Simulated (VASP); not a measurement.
Runs of VASP 6.6.1 on B3Sb2P. The structure is that of space group P-6m2 (No. 187), or close to it. The cells are those of the table. 

| task | cell | k mesh | cutoff (eV) | gap on the mesh (eV) | pressure (GPa) | relaxed volume (Å³/atom) | largest force (eV/Å) |
| --- | --- | --- | --- | --- | --- | --- | --- |
| single point | a = 4.066, b = 4.066, c = 7.987 Å, angles 90.0, 90.0, 120.0°, 6 atoms | 6 × 6 × 2 | 520 | none | (b) | - | (a) |
| single point | a = 3.191, b = 3.191, c = 11.135 Å, angles 90.0, 90.0, 120.0°, 6 atoms | 12 × 12 × 4 | 520 | none | -0.2 | - | - |
| relaxation of cell and atoms | relaxed from a = 4.066, b = 4.066, c = 7.987 Å, angles 90.0, 90.0, 120.0°, 6 atoms | 6 × 6 × 2 | 600 | none | 0.2 | 16.56 | 0.02 |
| relaxation of cell and atoms | relaxed from a = 3.188, b = 3.188, c = 11.394 Å, angles 90.0, 90.0, 120.0°, 6 atoms | 12 × 12 × 4 | 600 | none | 0.0 | 16.30 | - |
| single point | a = 3.188, b = 3.188, c = 11.394 Å, angles 90.0, 90.0, 120.0°, 6 atoms | 6 × 6 × 2 | 520 | none | 0.0 | - | - |

Alike in all rows: level PBE; potentials or basis VASP PAW PBE potentials, release 64 (B, Sb, P); no spin polarisation; smearing gaussian 0.1 eV.

**Question.** Estimate the missing entries.

**Answer.** (a) 0.45; (b) -16.1.

Caveats: some runs use coarse meshes; spin-orbit coupling is left out, which moves the levels of the heavy elements; this functional lacks dispersion, which binds the layers, so the pressure and a relaxed spacing across them are unreliable (some runs).

A k mesh can miss the band edges, and the runs leave out spin-orbit coupling on Sb.

A gap of «none» marks levels without a gap at the run's occupations.
